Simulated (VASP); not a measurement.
# Hg (Fm-3m) in VASP: a series of runs, part 2 of 2

VASP 6.6.1. Earlier steps stand in the parts before.

## (3) Single point, LDA (volume scaled by 0.88)

Input file INCAR:

```
PREC     = Accurate       # precision mode
ENCUT    = 520            # plane-wave cutoff, eV
EDIFF    = 1E-6           # SCF threshold, eV
ISMEAR   = -1             # smearing method
SIGMA    = 0.1            # smearing width, eV
LREAL    = False          # projectors in reciprocal space
LASPH    = True           # aspherical terms in the spheres
NELM     = 60             # most SCF steps
ALGO     = Normal         # electronic algorithm
ISIF     = 2              # what is computed and relaxed
LWAVE    = False          # write WAVECAR
LCHARG   = False          # write CHGCAR
NBANDS   = 12             # bands
```

Input file KPOINTS:

```
Automatic mesh
0
Gamma
  14 14 14
```

Input file POSCAR:

```
Hg
1.0
    0.0000000000      2.1320809629      2.1320809629
    2.1320809629      0.0000000000      2.1320809629
    2.1320809629      2.1320809629      0.0000000000
Hg
1
Direct
    0.0000000000      0.0000000000      0.0000000000
```

Potentials or basis: VASP PAW LDA potentials, release 64 (Hg).

On the command line:

```console
> cat potpaw_LDA.64/Hg/POTCAR > POTCAR
> mpirun -np 1 vasp_std > vasp.out
```

OUTCAR:

```text
PREC = Accurate
   ENCUT = 520
   EDIFF = 1E-6
   ISMEAR = -1
   LREAL = False
   LASPH = True
   NELM = 60
   ISIF = 2

 ion  position               nearest neighbor table
   1  0.000  0.000  0.000-

  LATTYP: Found a face centered cubic cell.
 ALAT       =     4.2641619258

  Lattice vectors:

 A1 = (   0.0000000000,   2.1320809629,   2.1320809629)
 A2 = (   2.1320809629,   0.0000000000,   2.1320809629)
 A3 = (   2.1320809629,   2.1320809629,   0.0000000000)

Analysis of symmetry for initial positions (statically):
[... 6 lines left out ...]

 Subroutine GETGRP returns: Found 48 space group operations
 (whereof 48 operations were pure point group operations)
 out of a pool of 48 trial point group operations.

The static configuration has the point symmetry O_h .

Analysis of symmetry for dynamics (positions and initial velocities):
[... 6 lines left out ...]

 Subroutine GETGRP returns: Found 48 space group operations
 (whereof 48 operations were pure point group operations)
 out of a pool of 48 trial point group operations.

The dynamic configuration has the point symmetry O_h .

 Subroutine INISYM returns: Found 48 space group operations
 (whereof 48 operations are pure point group operations),
 and found     1 'primitive' translations

----------------------------------------------------------------------------------------

                                     Primitive cell

  volume of cell :      19.3839

  direct lattice vectors                    reciprocal lattice vectors
     0.000000000  2.132080963  2.132080963    -0.234512670  0.234512670  0.234512670
     2.132080963  0.000000000  2.132080963     0.234512670 -0.234512670  0.234512670
     2.132080963  2.132080963  0.000000000     0.234512670  0.234512670 -0.234512670

  length of vectors
     3.015217814  3.015217814  3.015217814     0.406187860  0.406187860  0.406187860

  position of ions in fractional coordinates (direct lattice)
     0.000000000  0.000000000  0.000000000

  ion indices of the primitive-cell ions
   primitive index   ion index
[... 92 lines left out ...]
     AMIX     =   0.40;   BMIX     =  1.00
     AMIX_MAG =   1.60;   BMIX_MAG =  1.00
  volume/ion in A,a.u.               =      19.38       130.81
  Fermi-wavevector in a.u.,A,eV,Ry     =   1.395259  2.636658 26.487117  1.946748
  Thomas-Fermi vector in A             =   2.518728
   LORBIT       =      0    0 simple, 1 ext, 2 COOP (PROOUT), +10 PAW based schemes
   GGA     = CA    functional components
   LHFCALC =     F    Hartree Fock is set to
   AEXX    =    0.0000 exact exchange contribution
   IVDW    =     0    specifies the selected vdW correction
   LEPSILON=     F    determine dielectric tensor
   LRPA    =     F    only Hartree local field effects (RPA)
 non-spin polarized calculation
  energy-cutoff  :      520.00
  volume of cell :       19.38
 maximum number of plane-waves:       544
   NGX = 11   NGY = 11   NGZ = 11

 number of electron      11.9999999 magnetization

 Free energy of the ion-electron system (eV)
  ---------------------------------------------------
  ext. energy  EPLUGINS =         0.00000000
  ---------------------------------------------------
  free energy    TOTEN  =        -0.85780852 eV

  energy without entropy =       -0.84681551  energy(sigma->0) =       -0.85231201

 E-fermi :   4.4140     XC(G=0): -12.2728

 val. band max:        4.3799803237   @ k =  -0.4286   0.4286   0.0000
 cond. band min:       4.5542412009   @ k =  -0.3571   0.4286   0.1429
 fundamental gap:      0.1742608772
 Fermi energy:         4.4140047794

 k-point     1 :       0.0000    0.0000    0.0000
  band No.  band energies     occupation
      1      -6.5543      2.00000
      2      -3.4294      2.00000
      3      -3.4294      2.00000
      4      -3.4294      2.00000
      5      -2.4611      2.00000
      6      -2.4611      2.00000
      7      18.2186      0.00000
      8      20.6698      0.00000
      9      20.6698      0.00000
     10      20.6698      0.00000
     11      25.0123      0.00000
     12      27.0635      0.00000
[... 331 lines left out ...]
 k-point    24 :       0.2857    0.1429    0.0000
  band No.  band energies     occupation
      1      -4.7621      2.00000
      2      -3.7812      2.00000
      3      -3.1949      2.00000
      4      -2.9493      2.00000
      5      -2.1957      2.00000
      6      -2.0743      2.00000
      7      12.7484      0.00000
      8      16.9934      0.00000
      9      18.3683      0.00000
     10      18.9861      0.00000
     11      21.9147      0.00000
     12      26.6043      0.00000

 [... further k-points ...]
[... 5 lines left out ...]
  --------------------------------------------------------------------------------------
  -------------------------------------------------------------------------------------
  Total        1.4050659      1.4050659      1.4050659     -0.0000000     -0.0000000     -0.0000000
  in kB      116.1358237    116.1358237    116.1358237     -0.0000000     -0.0000000     -0.0000000
  external PRESSURE =     116.1358237 kB  Pullay stress =       0.0000000 kB

 VOLUME and BASIS-vectors are now :
 -----------------------------------------------------------------------------
  energy-cutoff  :      520.00
  volume of cell :       19.38
      direct lattice vectors                 reciprocal lattice vectors
     0.000000000  2.132080963  2.132080963    -0.234512670  0.234512670  0.234512670
     2.132080963  0.000000000  2.132080963     0.234512670 -0.234512670  0.234512670
     2.132080963  2.132080963  0.000000000     0.234512670  0.234512670 -0.234512670

 POSITION                                       TOTAL-FORCE (eV/Angst)
 -----------------------------------------------------------------------------------
      0.00000      0.00000      0.00000         0.000000      0.000000      0.000000
 -----------------------------------------------------------------------------------
    total drift:                               -0.000000     -0.000000     -0.000000

  FREE ENERGIE OF THE ION-ELECTRON SYSTEM (eV)
  ---------------------------------------------------
  free  energy   TOTEN  =        -0.8578085172 eV

  energy  without entropy=       -0.8468155090  energy(sigma->0) =       -0.85231201
```

OSZICAR:

```text
N       E                     dE             d eps       ncg     rms          rms(c)
DAV:   1     0.744150507360E+02    0.74415E+02   -0.68318E+03  2664   0.994E+02
DAV:   2     0.246585927758E+00   -0.74168E+02   -0.69746E+02  2748   0.238E+02
DAV:   3    -0.932942740702E+00   -0.11795E+01   -0.11788E+01  2948   0.329E+01
DAV:   4    -0.933985187713E+00   -0.10424E-02   -0.10424E-02  2828   0.104E+00
DAV:   5    -0.933986393557E+00   -0.12058E-05   -0.12059E-05  2960   0.339E-02    0.716E+00
DAV:   6    -0.868786425477E+00    0.65200E-01   -0.13000E-01  2868   0.425E+00    0.482E+00
DAV:   7    -0.858811295114E+00    0.99751E-02   -0.24468E-02  2988   0.157E+00    0.150E+00
DAV:   8    -0.857803831161E+00    0.10075E-02   -0.26003E-03  2684   0.729E-01    0.694E-02
DAV:   9    -0.857807740531E+00   -0.39094E-05   -0.42564E-06  3024   0.236E-02    0.144E-02
DAV:  10    -0.857808517218E+00   -0.77669E-06   -0.78500E-07  2480   0.103E-02
   1 F= -.85780852E+00 E0= -.85231201E+00  d E =-.109930E-01
```

stdout:

```text
POSCAR found type information on POSCAR Hg
 POSCAR found :  1 types and       1 ions
 scaLAPACK will be used
 LDA part: xc-table for (Slater(with rela. corr.)+CA(PZ))
 , standard interpolation
 POSCAR, INCAR and KPOINTS ok, starting setup
 FFT: planning ... GRIDC
 FFT: planning ... GRID_SOFT
 FFT: planning ... GRID
 WAVECAR not read
 entering main loop
```

It took 10 s on 1 thread of Intel Xeon 6975P-C, shared host; peak memory 0.15 GiB.

Results:

- Free energy: -0.8578 eV
- Pressure: 11.6 GPa
- Band gap on the k mesh: zero (band 6 reaches 5.36 eV, above the bottom of band 7 at 3.24 eV)

Caveat: spin-orbit coupling is left out, which moves the levels of the heavy elements.

## (4) Single point, LDA (volume scaled by 0.92)

Input file INCAR:

```
SYSTEM = Hg
ALGO = Normal
EDIFF = 1E-7
ENCUT = 520
ISIF = 2
ISMEAR = -1
LASPH = .True.
LCHARG = .False.
LREAL = .False.
LWAVE = .False.
NBANDS = 12
NELM = 80
PREC = Accurate
SIGMA = 0.1
```

Input file KPOINTS:

```
k-points
0
Gamma
  14 14 14
  0 0 0
```

Input file POSCAR:

```
Hg
1.0
    0.0000000000      2.1639077590      2.1639077590
    2.1639077590      0.0000000000      2.1639077590
    2.1639077590      2.1639077590      0.0000000000
Hg
1
Direct
    0.0000000000      0.0000000000      0.0000000000
```

On the command line:

```console
> cat potpaw_LDA.64/Hg/POTCAR > POTCAR
> mpirun -np 1 vasp_std > vasp.out
```

Run time: 12 s. Hardware: 1 thread of Intel Xeon 6975P-C, shared host; peak memory 0.14 GiB.

Results (log left out):

- Free energy: -0.9079 eV
- Pressure: 6.6 GPa
- Band gap on the k mesh: zero (band 6 reaches 4.73 eV, above the bottom of band 7 at 2.65 eV)

Levels at points of the mesh, in eV from the Fermi level:
```
           k point  band 4  band 5  band 6  band 7  band 8  band 9
(0.00, 0.00, 0.00)   -7.59   -6.70   -6.70   13.81   15.95   15.95
(0.50, 0.00, 0.00)   -5.97   -5.97   -2.39   -1.25   13.04   13.61
(0.50, 0.50, 0.00)   -5.78   -5.78   -0.77    1.15    7.30    7.30
```

Caveat: spin-orbit coupling is left out, which moves the levels of the heavy elements.

## (5) Single point, LDA (volume scaled by 0.96)

Input file INCAR:

```
SYSTEM = Hg
PREC     = Accurate       ! precision mode
ENCUT    = 520            ! plane-wave cutoff, eV
EDIFF    = 1E-6           ! SCF threshold, eV
ISMEAR   = -1             ! smearing method
SIGMA    = 0.1            ! smearing width, eV
LREAL    = .FALSE.        ! projectors in reciprocal space
LASPH    = .TRUE.         ! aspherical terms in the spheres
NELM     = 60             ! most SCF steps
ALGO     = Normal         ! electronic algorithm
ISIF     = 2              ! what is computed and relaxed
LWAVE    = .FALSE.        ! write WAVECAR
LCHARG   = .TRUE.         ! write CHGCAR
LELF     = .TRUE.         ! ELF
LVHAR    = .TRUE.       
NBANDS   = 12             ! bands
```

Input file KPOINTS:

```
Automatic mesh
0
G
  14 14 14
  0 0 0
```

Input file POSCAR:

```
Hg
1.0
    0.0000000000      2.1948249041      2.1948249041
    2.1948249041      0.0000000000      2.1948249041
    2.1948249041      2.1948249041      0.0000000000
Hg
1
Direct
    0.0000000000      0.0000000000      0.0000000000
```

Potentials or basis: VASP PAW LDA potentials, release 64 (Hg).

On the command line:

```console
> cat potpaw_LDA.64/Hg/POTCAR > POTCAR
> mpirun -np 1 vasp_std > vasp.out
```

OUTCAR:

```text
SYSTEM = Hg
   PREC = Accurate
   ENCUT = 520
   EDIFF = 1E-6
   ISMEAR = -1
   LREAL = .FALSE.
   LASPH = .TRUE.
   NELM = 60
   ISIF = 2

 ion  position               nearest neighbor table
   1  0.000  0.000  0.000-

  LATTYP: Found a face centered cubic cell.
 ALAT       =     4.3896498082

  Lattice vectors:

 A1 = (   0.0000000000,   2.1948249041,   2.1948249041)
 A2 = (   2.1948249041,   0.0000000000,   2.1948249041)
 A3 = (   2.1948249041,   2.1948249041,   0.0000000000)

Analysis of symmetry for initial positions (statically):
[... 6 lines left out ...]

[... 521 lines left out ...]
      5      -2.8152      2.00000
      6      -2.7803      2.00000
      7      11.3598      0.00000
      8      15.4184      0.00000
      9      16.8898      0.00000
     10      17.3883      0.00000
     11      20.2810      0.00000
     12      24.8613      0.00000

 [... further k-points ...]
[... 5 lines left out ...]
  --------------------------------------------------------------------------------------
  -------------------------------------------------------------------------------------
  Total        0.3986425      0.3986425      0.3986425      0.0000000      0.0000000     -0.0000000
  in kB       30.2040062     30.2040062     30.2040062      0.0000000      0.0000000     -0.0000000
  external PRESSURE =      30.2040062 kB  Pullay stress =       0.0000000 kB

 VOLUME and BASIS-vectors are now :
 -----------------------------------------------------------------------------
  energy-cutoff  :      520.00
  volume of cell :       21.15
      direct lattice vectors                 reciprocal lattice vectors
     0.000000000  2.194824904  2.194824904    -0.227808605  0.227808605  0.227808605
     2.194824904  0.000000000  2.194824904     0.227808605 -0.227808605  0.227808605
     2.194824904  2.194824904  0.000000000     0.227808605  0.227808605 -0.227808605

 POSITION                                       TOTAL-FORCE (eV/Angst)
 -----------------------------------------------------------------------------------
      0.00000      0.00000      0.00000         0.000000      0.000000      0.000000
 -----------------------------------------------------------------------------------
    total drift:                                0.000000      0.000000     -0.000000

  FREE ENERGIE OF THE ION-ELECTRON SYSTEM (eV)
  ---------------------------------------------------
  free  energy   TOTEN  =        -0.9345488806 eV

  energy  without entropy=       -0.9223034469  energy(sigma->0) =       -0.92842616
```

OSZICAR:

```text
N       E                     dE             d eps       ncg     rms          rms(c)
DAV:   1     0.726528335796E+02    0.72653E+02   -0.67076E+03  2664   0.980E+02
DAV:   2     0.198039475867E+00   -0.72455E+02   -0.67369E+02  2732   0.232E+02
DAV:   3    -0.100051639889E+01   -0.11986E+01   -0.11977E+01  2996   0.326E+01
DAV:   4    -0.100160970308E+01   -0.10933E-02   -0.10933E-02  2824   0.104E+00
DAV:   5    -0.100161103466E+01   -0.13316E-05   -0.13318E-05  2976   0.352E-02    0.535E+00
DAV:   6    -0.942966735515E+00    0.58644E-01   -0.12636E-01  2864   0.410E+00    0.377E+00
DAV:   7    -0.935401591838E+00    0.75651E-02   -0.18052E-02  2976   0.129E+00    0.145E+00
DAV:   8    -0.934544586503E+00    0.85701E-03   -0.16755E-03  2672   0.585E-01    0.578E-02
DAV:   9    -0.934548017878E+00   -0.34314E-05   -0.25394E-06  2912   0.189E-02    0.133E-02
DAV:  10    -0.934548880599E+00   -0.86272E-06   -0.92117E-07  2572   0.119E-02
   1 F= -.93454888E+00 E0= -.92842616E+00  d E =-.122454E-01
```

Wall time 15 s (1 thread of Intel Xeon 6975P-C, shared host); peak memory 0.15 GiB.

Results:

* Free energy: -0.9345 eV
* Pressure: 3.0 GPa
* Band gap on the k mesh: zero (band 6 reaches 4.25 eV, above the bottom of band 7 at 2.12 eV)

Caveat: spin-orbit coupling is left out, which moves the levels of the heavy elements.

## (6) The runs side by side

```tsv
cell	k mesh	gap on the mesh (eV)	pressure (GPa)
a = 3.146 Å, angles 60.0°, 1 atom	12 × 12 × 12	none	0.6
a = 3.015 Å, angles 60.0°, 1 atom	14 × 14 × 14	none	11.6
a = 3.060 Å, angles 60.0°, 1 atom	14 × 14 × 14	none	6.6
a = 3.104 Å, angles 60.0°, 1 atom	14 × 14 × 14	none	3.0
```

Alike in all rows: task single point; level LDA; potentials or basis VASP PAW LDA potentials, release 64 (Hg); no spin polarisation; cutoff (eV) 520; smearing fermi-dirac 0.1 eV.

Caveats: spin-orbit coupling is left out, which moves the levels of the heavy elements.

Total energies depend on the potentials used, so only differences within one code and one set of settings carry meaning.
